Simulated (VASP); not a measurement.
# Si2Mo (I4/mmm) in VASP: further runs

Si2Mo is run at these levels: PBEsol; tasks: electric field gradients.

All numbers are computed with VASP 6.6.1; they aren't measurements. Logs are shortened: lines on timing, memory, paths and dates and some standing lists are left out, and cuts for length are marked.

## (1) The cell of the first run

It takes space group I4/mmm (No. 139, tetragonal). Conventional cell: a = 3.157 Å, b = 3.157 Å, c = 7.755 Å, α = 90.00°, β = 90.00°, γ = 90.00°. Within 3.4 Å of Si (site symmetry 4mm) lie 9 Si at 2.58 to 3.16 Å and 5 Mo at 2.58 Å. Mo (site symmetry 4/mmm) has 10 Si at 2.58 Å and 4 Mo at 3.16 Å within 3.4 Å.

## (2) Electric field gradients, PBEsol (12.88 Å³/atom)

INCAR reads:

```
ALGO = Normal
EDIFF = 1E-8
ENCUT = 520
GGA = PS
ISIF = 2
ISMEAR = -1
LASPH = T
LCHARG = F
LEFG = T
LREAL = F
LWAVE = F
NBANDS = 18
NELM = 100
PREC = Accurate
SIGMA = 0.08
```

KPOINTS reads:

```
k-points
0
Gamma
  16 16 16
```

POSCAR reads:

```
Si2Mo
1.0
   -1.5783757276      1.5783757276      3.8773786233
    1.5783757276     -1.5783757276      3.8773786233
    1.5783757276      1.5783757276     -3.8773786233
Si Mo
2 1
Direct
    0.3330000000      0.3330000000      0.0000000000
    0.6670000000      0.6670000000      0.0000000000
    0.0000000000      0.0000000000      0.0000000000
```

Potentials or basis: VASP PAW PBE potentials, release 64 (Si, Mo_sv).

Started as:

```
$ cat potpaw_PBE.64/Si/POTCAR potpaw_PBE.64/Mo_sv/POTCAR > POTCAR
$ mpirun -np 1 vasp_std > vasp.out
```

OUTCAR:

```text
EDIFF = 1E-8
   ENCUT = 520
   GGA = PS
   ISIF = 2
   ISMEAR = -1
   LASPH = T
   LREAL = F
   NELM = 100
   PREC = Accurate

 ion  position               nearest neighbor table
   1  0.333  0.333  0.000-   2 2.58   2 2.58   2 2.58   2 2.58   3 2.58   3 2.58   3 2.58   3 2.58
                             3 2.58   2 2.59
   2  0.667  0.667  0.000-   1 2.58   1 2.58   1 2.58   1 2.58   3 2.58   3 2.58   3 2.58   3 2.58
                             3 2.58   1 2.59
   3  0.000  0.000  0.000-   2 2.58   2 2.58   2 2.58   1 2.58   2 2.58   1 2.58   1 2.58   1 2.58
                             1 2.58   2 2.58

  LATTYP: Found a body centered tetragonal cell.
 ALAT       =     3.1567514552
 C/A-ratio  =     2.4565625000

  Lattice vectors:

 A1 = (  -1.5783757276,   1.5783757276,   3.8773786233)
 A2 = (   1.5783757276,  -1.5783757276,   3.8773786233)
 A3 = (   1.5783757276,   1.5783757276,  -3.8773786233)

Analysis of symmetry for initial positions (statically):
=====================================================================
 Subroutine PRICEL returns:
 Original cell was already a primitive cell.

 Routine SETGRP: Setting up the symmetry group for a
 body centered tetragonal supercell.

 Subroutine GETGRP returns: Found 16 space group operations
 (whereof 16 operations were pure point group operations)
 out of a pool of 16 trial point group operations.

The static configuration has the point symmetry D_4h.

Analysis of symmetry for dynamics (positions and initial velocities):
=====================================================================
 Subroutine PRICEL returns:
 Original cell was already a primitive cell.

 Routine SETGRP: Setting up the symmetry group for a
 body centered tetragonal supercell.

 Subroutine GETGRP returns: Found 16 space group operations
 (whereof 16 operations were pure point group operations)
 out of a pool of 16 trial point group operations.

The dynamic configuration has the point symmetry D_4h.

 Subroutine INISYM returns: Found 16 space group operations
 (whereof 16 operations are pure point group operations),
 and found     1 'primitive' translations

----------------------------------------------------------------------------------------

                                     Primitive cell

  volume of cell :      38.6384

  direct lattice vectors                    reciprocal lattice vectors
    -1.578375728  1.578375728  3.877378623     0.000000000  0.316781354  0.128953102
     1.578375728 -1.578375728  3.877378623     0.316781354  0.000000000  0.128953102
     1.578375728  1.578375728 -3.877378623     0.316781354  0.316781354  0.000000000

  length of vectors
     4.473992050  4.473992050  4.473992050     0.342022410  0.342022410  0.447996487

  position of ions in fractional coordinates (direct lattice)
     0.333000000  0.333000000  0.000000000
     0.667000000  0.667000000  0.000000000
     0.000000000  0.000000000  0.000000000

  ion indices of the primitive-cell ions
   primitive index   ion index
                 1           1
                 2           2
                 3           3

----------------------------------------------------------------------------------------

 KPOINTS: k-points

Automatic generation of k-mesh.
 Grid dimensions read from file:
 generate k-points for:   16   16   16

 Generating k-lattice:

  Cartesian coordinates                     Fractional coordinates (reciprocal lattice)
     0.000000000  0.019798835  0.008059569     0.062500000  0.000000000  0.000000000
     0.019798835  0.000000000  0.008059569     0.000000000  0.062500000  0.000000000
     0.019798835  0.019798835  0.000000000     0.000000000  0.000000000  0.062500000

  Length of vectors
     0.021376401  0.021376401  0.027999780

  Shift w.r.t. Gamma in fractional coordinates (k-lattice)
     0.000000000  0.000000000  0.000000000

 Subroutine IBZKPT returns following result:
 ===========================================

 Found    349 irreducible k-points:

 Following reciprocal coordinates:
            Coordinates               Weight
  0.000000  0.000000  0.000000      1.000000
  0.062500  0.000000  0.000000      8.000000
  0.125000  0.000000  0.000000      8.000000
  0.187500  0.000000  0.000000      8.000000
  0.250000  0.000000  0.000000      8.000000
  0.312500  0.000000 -0.000000      8.000000
[... 16 lines left out ...]
 -0.125000  0.062500 -0.000000     16.000000
 -0.062500  0.062500  0.000000      4.000000
 [... further k-points ...]
   k-points           NKPTS =    349   k-points in BZ     NKDIM =    349   number of bands    NBANDS=     18
   number of dos      NEDOS =    301   number of ions     NIONS =      3
   total plane-waves  NPLWV =  46656
   dimension x,y,z NGX =    36 NGY =   36 NGZ =   36
   dimension x,y,z NGXF=    72 NGYF=   72 NGZF=   72
   ions per type =               2   1
   NGX,Y,Z   is equivalent  to a cutoff of  13.38, 13.38, 13.38 a.u.
   NGXF,Y,Z  is equivalent  to a cutoff of  26.75, 26.75, 26.75 a.u.
 SYSTEM =  unknown system
   PREC   = accura    normal or accurate (medium, high low for compatibility)
   ISTART =      0    job   : 0-new  1-cont  2-samecut
   ICHARG =      2    charge: 1-file 2-atom 10-const
   ISPIN  =      1    spin polarized calculation?
   LNONCOLLINEAR =      F non collinear calculations
   LSORBIT =      F    spin-orbit coupling
   LASPH  =      T    aspherical Exc in radial PAW
   ENCUT  =  520.0 eV  38.22 Ry    6.18 a.u.   8.32  8.32  8.32*2*pi/ulx,y,z
   NELM   =    100;   NELMIN=  2; NELMDL= -5     # of ELM steps
   EDIFF  = 0.1E-07   stopping-criterion for ELM
   LREAL  =      F    real-space projection
   EDIFFG = 0.1E-06   stopping-criterion for IOM
   NSW    =      0    number of steps for IOM
   IBRION =     -1    ionic relax: 0-MD 1-quasi-New 2-CG
   NFREE  =      0    steps in history (QN), initial steepest desc. (CG)
   ISIF   =      2    stress and relaxation
   ISYM   =      2    0-nonsym 1-usesym 2-fastsym
   POTIM  = 0.5000    time-step for ionic-motion
   TEBEG  =    0.0;   TEEND  =   0.0 temperature during run
   PSTRESS=    0.0 pullay stress
   NELECT =      22.0000    total number of electrons
   NUPDOWN=      -1.0000    fix difference up-down
   EMIN   =  10.00;   EMAX   =-10.00  energy-range for DOS
   EFERMI =   0.00;   METHOD = LEGACY
   ISMEAR =    -1;   SIGMA  =   0.08  broadening in eV -4-tet -1-fermi 0-gaus
   EFERMI_NEDOS =   21; number of points for ismear=-14 and -15
   IALGO  =     38    algorithm
   IMIX   =      4    mixing-type and parameters
     AMIX     =   0.40;   BMIX     =  1.00
     AMIX_MAG =   1.60;   BMIX_MAG =  1.00
  volume/ion in A,a.u.               =      12.88        86.91
  Fermi-wavevector in a.u.,A,eV,Ry     =   1.356884  2.564139 25.050152  1.841134
  Thomas-Fermi vector in A             =   2.483849
   LORBIT       =      0    0 simple, 1 ext, 2 COOP (PROOUT), +10 PAW based schemes
   GGA     = PS    functional components
   LHFCALC =     F    Hartree Fock is set to
   AEXX    =    0.0000 exact exchange contribution
   IVDW    =     0    specifies the selected vdW correction
   LEPSILON=     F    determine dielectric tensor
   LRPA    =     F    only Hartree local field effects (RPA)
 non-spin polarized calculation
  energy-cutoff  :      520.00
  volume of cell :       38.64
 maximum number of plane-waves:      1057
 NGX is ok and might be reduce to    36
   NGX = 17   NGY = 17   NGZ = 17

 number of electron      22.0000000 magnetization

 Free energy of the ion-electron system (eV)
  ---------------------------------------------------
  ext. energy  EPLUGINS =         0.00000000
  ---------------------------------------------------
  free energy    TOTEN  =       -25.05123032 eV

  energy without entropy =      -25.04548518  energy(sigma->0) =      -25.04835775

 E-fermi :  12.7939     XC(G=0): -12.7049

 val. band max:       12.7909748148   @ k =  -0.3125  -0.3125   0.2500
 cond. band min:      12.8080267308   @ k =  -0.1875  -0.1875   0.1250
 fundamental gap:      0.0170519160
 Fermi energy:        12.7938798776

 k-point     1 :       0.0000    0.0000    0.0000
  band No.  band energies     occupation
      1     -47.7789      2.00000
      2     -22.0054      2.00000
      3     -21.8801      2.00000
      4     -21.8801      2.00000
      5      -0.9692      2.00000
      6       6.1925      2.00000
[... 481 lines left out ...]
      5      -0.8434      2.00000
      6       6.3072      2.00000
[... 10 lines left out ...]
     17      18.3090      0.00000
     18      18.6809      0.00000

 [... further k-points ...]

------------------------ aborting loop because EDIFF is reached ----------------------------------------

  FORCE on cell =-STRESS in cart. coord.  units (eV):
  Direction    XX          YY          ZZ          XY          YZ          ZX
  --------------------------------------------------------------------------------------
  -------------------------------------------------------------------------------------
  Total        1.7146991      1.7146991      1.7207197      0.0000000     -0.0000000     -0.0000000
  in kB       71.1016245     71.1016245     71.3512736      0.0000000     -0.0000000     -0.0000000
  external PRESSURE =      71.1848409 kB  Pullay stress =       0.0000000 kB

 VOLUME and BASIS-vectors are now :
 -----------------------------------------------------------------------------
  energy-cutoff  :      520.00
  volume of cell :       38.64
      direct lattice vectors                 reciprocal lattice vectors
    -1.578375728  1.578375728  3.877378623     0.000000000  0.316781354  0.128953102
     1.578375728 -1.578375728  3.877378623     0.316781354  0.000000000  0.128953102
     1.578375728  1.578375728 -3.877378623     0.316781354  0.316781354  0.000000000

 POSITION                                       TOTAL-FORCE (eV/Angst)
 -----------------------------------------------------------------------------------
      0.00000      0.00000      2.58233         0.000000      0.000000      0.258918
      0.00000      0.00000      5.17242        -0.000000     -0.000000     -0.258918
      0.00000      0.00000      0.00000        -0.000000     -0.000000     -0.000000
 -----------------------------------------------------------------------------------
    total drift:                                0.000000      0.000000     -0.000000

  FREE ENERGIE OF THE ION-ELECTRON SYSTEM (eV)
  ---------------------------------------------------
  free  energy   TOTEN  =       -25.0512303247 eV

  energy  without entropy=      -25.0454851778  energy(sigma->0) =      -25.04835775

 Electric field gradients (V/A^2)
---------------------------------------------------------------------
 ion       V_xx      V_yy      V_zz      V_xy      V_xz      V_yz
---------------------------------------------------------------------
   1       6.518     6.518   -13.037     0.000    -0.000    -0.000
   2       6.518     6.518   -13.037     0.000    -0.000    -0.000
   3      32.021    32.021   -64.042     0.001     0.000     0.000
---------------------------------------------------------------------

 Electric field gradients after diagonalization (V/A^2)
 (convention: |V_zz| > |V_xx| > |V_yy|)
----------------------------------------------------------------------
 ion       V_xx      V_yy      V_zz     asymmetry (V_yy - V_xx)/ V_zz
----------------------------------------------------------------------
   1       6.518     6.518   -13.037       0.000
   2       6.518     6.518   -13.037       0.000
   3      32.022    32.020   -64.042       0.000
----------------------------------------------------------------------

           NMR quadrupolar parameters

 Cq : quadrupolar parameter    Cq=e*Q*V_zz/h
 eta: asymmetry parameters     (V_yy - V_xx)/ V_zz
 Q  : nuclear electric quadrupole moment in mb (millibarn)
----------------------------------------------------------------------
 ion       Cq(MHz)       eta       Q (mb)
----------------------------------------------------------------------
   1      -0.032       0.000       1.000
   2      -0.032       0.000       1.000
   3      -0.155       0.000       1.000
----------------------------------------------------------------------
```

Run time: 5.5 min. Hardware: 1 thread of Intel Xeon Platinum 8259CL at 2.50GHz (Skylake/Cascade Lake), shared host; peak memory 0.38 GiB.

Results:

```
Free energy                             : -25.0512 eV
Pressure                                : 7.1 GPa
Largest force                           : 0.259 eV/Å
Band gap on the k mesh                  : zero (bands 11 and 12 overlap by 1.07 eV)
Largest electric field gradient by atom : Si -13.0; Mo -64.0 V/Å²
```

Forces in eV/Å, atoms in the order of the input:
```
Si   0.000  0.000  0.259
Si   0.000  0.000 -0.259
Mo   0.000  0.000  0.000
```

Levels at points of the mesh, in eV from the Fermi level:
```csv
k point,band 8,band 9,band 10,band 11,band 12,band 13,band 14,band 15
"(0.00, 0.00, 0.00)",-3.24,-2.76,-2.76,0.45,2.94,3.36,3.78,3.78
"(0.50, 0.00, 0.00)",-4.57,-2.76,-2.62,-0.56,2.41,3.12,4.37,4.38
"(0.50, 0.50, 0.00)",-5.22,-4.64,-3.23,-1.12,2.47,2.92,3.20,3.40
"(0.50, 0.50, 0.50)",-2.41,-0.61,-0.61,-0.50,-0.50,0.60,4.81,5.67
```

Electric field gradients, principal values (V/Å²):
| atom | least | middle | greatest (by size) |
| --- | --- | --- | --- |
| 1 Si | 6.518 | 6.518 | -13.037 |
| 2 Si | 6.518 | 6.518 | -13.037 |
| 3 Mo | 32.020 | 32.022 | -64.042 |

Caveat: the cell stands under pressure; without QUAD_EFG the Cq values of the log hold for a quadrupole moment of 1 mb, not for the nuclei; the PAW data sets were made with another functional, which shifts forces and pressure a little.

## (3) Electric field gradients, PBEsol (12.88 Å³/atom)

INCAR reads:

```
SYSTEM = Si2Mo
PREC     = Accurate       ! precision mode
ENCUT    = 520            ! plane-wave cutoff, eV
EDIFF    = 1E-8           ! SCF threshold, eV
ISMEAR   = -1             ! smearing method
SIGMA    = 0.08           ! smearing width, eV
LREAL    = .False.        ! projectors in reciprocal space
LASPH    = .True.         ! aspherical terms in the spheres
NELM     = 60             ! most SCF steps
ALGO     = Normal         ! electronic algorithm
ISIF     = 2              ! what is computed and relaxed
LWAVE    = .False.        ! write WAVECAR
LCHARG   = .False.        ! write CHGCAR
GGA      = PS             ! functional
LEFG     = .True.       
NBANDS   = 18             ! bands
```

KPOINTS reads:

```
regular mesh
0
Gamma
  16 16 16
  0 0 0
```

POSCAR is that of step 2.

Potentials or basis: VASP PAW PBE potentials, release 64 (Si, Mo_sv).

Started as:

```
$ cat potpaw_PBE.64/Si/POTCAR potpaw_PBE.64/Mo_sv/POTCAR > POTCAR
$ mpirun -np 1 vasp_std > vasp.out
```

OUTCAR:

```text
SYSTEM = Si2Mo
   PREC = Accurate
   ENCUT = 520
   EDIFF = 1E-8
   ISMEAR = -1
   LREAL = .False.
   LASPH = .True.
   NELM = 60
   ISIF = 2
   GGA = PS

 ion  position               nearest neighbor table
   1  0.333  0.333  0.000-   2 2.58   2 2.58   2 2.58   2 2.58   3 2.58   3 2.58   3 2.58   3 2.58
                             3 2.58   2 2.59
   2  0.667  0.667  0.000-   1 2.58   1 2.58   1 2.58   1 2.58   3 2.58   3 2.58   3 2.58   3 2.58
                             3 2.58   1 2.59
   3  0.000  0.000  0.000-   2 2.58   2 2.58   2 2.58   1 2.58   2 2.58   1 2.58   1 2.58   1 2.58
                             1 2.58   2 2.58

  LATTYP: Found a body centered tetragonal cell.
 ALAT       =     3.1567514552
[... 732 lines left out ...]
 ion       V_xx      V_yy      V_zz      V_xy      V_xz      V_yz
---------------------------------------------------------------------
   1       6.518     6.518   -13.037     0.000    -0.000    -0.000
   2       6.518     6.518   -13.037     0.000    -0.000    -0.000
   3      32.021    32.021   -64.042     0.001     0.000     0.000
---------------------------------------------------------------------

 Electric field gradients after diagonalization (V/A^2)
 (convention: |V_zz| > |V_xx| > |V_yy|)
----------------------------------------------------------------------
 ion       V_xx      V_yy      V_zz     asymmetry (V_yy - V_xx)/ V_zz
----------------------------------------------------------------------
   1       6.518     6.518   -13.037       0.000
   2       6.518     6.518   -13.037       0.000
   3      32.022    32.020   -64.042       0.000
----------------------------------------------------------------------

           NMR quadrupolar parameters

 Cq : quadrupolar parameter    Cq=e*Q*V_zz/h
 eta: asymmetry parameters     (V_yy - V_xx)/ V_zz
 Q  : nuclear electric quadrupole moment in mb (millibarn)
----------------------------------------------------------------------
 ion       Cq(MHz)       eta       Q (mb)
----------------------------------------------------------------------
   1      -0.032       0.000       1.000
   2      -0.032       0.000       1.000
   3      -0.155       0.000       1.000
----------------------------------------------------------------------
```

stdout:

```text
POSCAR found type information on POSCAR SiMo
 POSCAR found :  2 types and       3 ions
 scaLAPACK will be used
 -----------------------------------------------------------------------------
|                                                                             |
|                                                                             |
|     You enforced a specific xc type in the INCAR file but a different       |
|     I HOPE YOU KNOW WHAT YOU ARE DOING!                                     |
|                                                                             |
 -----------------------------------------------------------------------------

 LDA part: xc-table for (Slater+PW92), standard interpolation
 POSCAR, INCAR and KPOINTS ok, starting setup
 FFT: planning ... GRIDC
 FFT: planning ... GRID_SOFT
 FFT: planning ... GRID
 WAVECAR not read
 entering main loop
ion   1

ion   2

ion   3
```

Wall time 5.6 min (1 thread of Intel Xeon Platinum 8259CL at 2.50GHz (Skylake/Cascade Lake), shared host); peak memory 0.38 GiB.

What came out:

```yaml
Free_energy: -25.0512 eV
Pressure: 7.1 GPa
Largest_force: 0.259 eV/Å
Band_gap_on_the_k_mesh: zero (bands 11 and 12 overlap by 1.07 eV)
Largest_electric_field_gradient_by_atom: Si -13.0; Mo -64.0 V/Å²
```

Forces in eV/Å, atoms in the order of the input:
```
Si   0.000  0.000  0.259
Si   0.000  0.000 -0.259
Mo   0.000  0.000  0.000
```

Levels at points of the mesh, in eV from the Fermi level:
| k point | band 7 | band 8 | band 9 | band 10 | band 11 | band 12 | band 13 | band 14 | band 15 | band 16 |
| --- | --- | --- | --- | --- | --- | --- | --- | --- | --- | --- |
| (0.00, 0.00, 0.00) | -3.38 | -3.24 | -2.76 | -2.76 | 0.45 | 2.94 | 3.36 | 3.78 | 3.78 | 4.28 |
| (0.50, 0.00, 0.00) | -5.09 | -4.57 | -2.76 | -2.62 | -0.56 | 2.41 | 3.12 | 4.37 | 4.38 | 5.56 |
| (0.50, 0.50, 0.00) | -5.88 | -5.22 | -4.64 | -3.23 | -1.12 | 2.47 | 2.92 | 3.20 | 3.40 | 4.85 |
| (0.50, 0.50, 0.50) | -3.76 | -2.41 | -0.61 | -0.61 | -0.50 | -0.50 | 0.60 | 4.81 | 5.67 | 5.92 |

Electric field gradients, principal values (V/Å²):
| atom | least | middle | greatest (by size) |
| --- | --- | --- | --- |
| 1 Si | 6.518 | 6.518 | -13.037 |
| 2 Si | 6.518 | 6.518 | -13.037 |
| 3 Mo | 32.020 | 32.022 | -64.042 |

Caveat: the cell stands under pressure; without QUAD_EFG the Cq values of the log hold for a quadrupole moment of 1 mb, not for the nuclei; the PAW data sets were made with another functional, which shifts forces and pressure a little.
